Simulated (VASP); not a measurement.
Set up this calculation in VASP 6.6.1, as the native input.

| Quantity | Value |
| --- | --- |
| Task | single point |
| Functional | LDA |
| Potentials or basis | VASP PAW LDA potentials, release 64 (Tc_pv, Rh_pv) |
| Cutoff | 520 eV |
| k mesh | 12 × 12 × 7 |
| Occupations | fermi-dirac, width 0.1 eV |
| Spin | no spin polarisation |
| Dipole correction | no |
| Further INCAR settings | ALGO = Normal; EDIFF = 1e-07; NBANDS = 21 |

The structure of TcRh lies in POSCAR:

```
TcRh
1.0
    2.6976406355      0.0000000000      0.0000000000
   -1.3488208133      2.3362255382      0.0000000000
    0.0000000000      0.0000000000      4.2922797281
Tc Rh
1 1
Direct
    0.6666666667      0.3333333333      0.0000000000
    0.0000000000      0.0000000000      0.5000000000
```

The input as run:

INCAR

```
SYSTEM = TcRh
PREC = Accurate
ENCUT = 520
EDIFF = 1E-7
ISMEAR = -1
SIGMA = 0.1
LREAL = .FALSE.
LASPH = .TRUE.
NELM = 100
ALGO = Normal
ISIF = 2
LWAVE = .FALSE.
LCHARG = .FALSE.
GGA = CA
NBANDS = 21
```

KPOINTS

```
Automatic mesh
0
G
  12 12 7
  0 0 0
```

Potentials or basis: VASP PAW LDA potentials, release 64 (Tc_pv, Rh_pv).

Command:

```console
$ cat potpaw_LDA.64/Tc_pv/POTCAR potpaw_LDA.64/Rh_pv/POTCAR > POTCAR
$ mpirun -np 1 vasp_std > vasp.out
```

It gave:

* Pressure: -2.1 GPa
* Band gap on the k mesh: zero (band 14 reaches 13.94 eV, above the bottom of band 15 at 11.47 eV)

Wall time 29 s on 1 thread of Intel(R) Xeon(R) Platinum 8488C (Sapphire Rapids), with other jobs on the host, peak memory 0.16 GiB.
